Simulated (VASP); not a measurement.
Here is a VASP 6.6.1 calculation.

The input INCAR:

```
ALGO = Normal
EDIFF = 1E-6
ENCUT = 520
GGA = PE
ISIF = 2
ISMEAR = -1
LASPH = T
LCHARG = F
LREAL = F
LWAVE = F
NBANDS = 11
NELM = 100
PREC = Accurate
SIGMA = 0.03
```

Contents of KPOINTS:

```
k-points
0
Gamma
  8 8 8
```

The input POSCAR:

```
Pd
1.0
    0.0000000000      1.9465000000      1.9465000000
    1.9465000000      0.0000000000      1.9465000000
    1.9465000000      1.9465000000      0.0000000000
Pd
1
Direct
    0.0000000000      0.0000000000      0.0000000000
```

Potentials or basis: VASP PAW PBE potentials, release 64 (Pd).

Run with:

```console
$ cat potpaw_PBE.64/Pd/POTCAR > POTCAR
$ mpirun -np 1 vasp_std > vasp.out
```

Problem. Predict the pressure.

Solution. 7.6 GPa.

Problem. Predict the band gap on the k mesh.

Solution. Zero (band 5 reaches 10.12 eV, above the bottom of band 6 at 8.52 eV).
